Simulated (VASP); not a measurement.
Input of a VASP 6.6.1 run:

The input INCAR:

```
SYSTEM = CrGe6Mo2
PREC = Accurate ; ENCUT = 520
EDIFF = 1E-7 ; ISMEAR = 0
SIGMA = 0.2 ; LREAL = .FALSE.
LASPH = .TRUE. ; NELM = 80
ALGO = Normal ; ISIF = 2
LWAVE = .FALSE. ; LCHARG = .FALSE.
GGA = PE ; NBANDS = 72
```

File KPOINTS:

```
Automatic mesh
0
G
  6 6 6
  0 0 0
```

POSCAR

```
CrGe6Mo2
1.0
    4.6776640000      0.0000000000      0.0000000000
    2.3388320000      4.1121621000      0.0000000000
    2.3388320000      0.0000000000      7.0111961000
Cr Ge Mo
1 6 2
Direct
    0.0000000000      0.0000000000      0.0000000000
    0.3391900000      0.3216200000      1.0000000000
    0.0035000000      0.3224230000      0.6705770000
    0.6740770000      0.3224230000      0.3294230000
    0.6608100000      0.6783800000      1.0000000000
    0.3259230000      0.6775770000      0.6705770000
    0.9965000000      0.6775770000      0.3294230000
    0.6664240000      0.0000000000      0.6671520000
    0.3335760000      0.0000000000      0.3328480000
```

Potentials or basis: VASP PAW PBE potentials, release 64 (Cr_pv, Ge_d, Mo_sv).

Command:

```console
$ cat potpaw_PBE.64/Cr_pv/POTCAR potpaw_PBE.64/Ge_d/POTCAR potpaw_PBE.64/Mo_sv/POTCAR > POTCAR
$ mpirun -np 1 vasp_std > vasp.out
```

(1) What does it give for the band gap on the k mesh?

(2) Estimate the pressure.

(3) Estimate the largest force.

Answers

(1) zero (bands 62 and 63 overlap by 0.52 eV).

(2) 0.3 GPa.

(3) 0.015 eV/Å.

Caveat: the run has no spin polarisation, though such a crystal can be magnetic.
